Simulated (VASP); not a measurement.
MnO, 2 atoms in the cell. It takes space group Pm-3m (No. 221, cubic). The conventional cell has a = 2.725 Å, b = 2.725 Å, c = 2.725 Å, α = 90.00°, β = 90.00°, γ = 90.00°. Mn (site symmetry m-3m) has 8 O at 2.36 Å and 6 Mn at 2.72 Å within 3.1 Å. Within 3.1 Å of O (site symmetry m-3m) lie 8 Mn at 2.36 Å and 6 O at 2.72 Å. 

```yaml
Program: VASP 6.6.1
Task: single point
Functional: PBE
Potentials_or_basis: VASP PAW PBE potentials, release 64 (Mn_pv, O)
Cutoff: 600 eV
k_mesh: 10 × 10 × 10
Occupations: fermi-dirac, width 0.05 eV
Spin: collinear spin, ferromagnetic start
Starting_moments: "[4.0, 0.0] μB"
Dipole_correction: no
Further_INCAR_settings: ALGO = Normal; EDIFF = 1e-06; NBANDS = 20
```

Potentials or basis: VASP PAW PBE potentials, release 64 (Mn_pv, O).

Run with:

```bash
$ cat potpaw_PBE.64/Mn_pv/POTCAR potpaw_PBE.64/O/POTCAR > POTCAR
$ mpirun -np 1 vasp_std > vasp.out
```

Hardware: 1 thread of Intel(R) Xeon(R) 6975P-C (Granite Rapids) (shared host).

How long does it take, and how much memory?

Run time: 19 s on 1 thread of Intel(R) Xeon(R) 6975P-C (Granite Rapids), on a shared host, peak memory 0.17 GiB. Counts: scf iterations 17, k points 56.
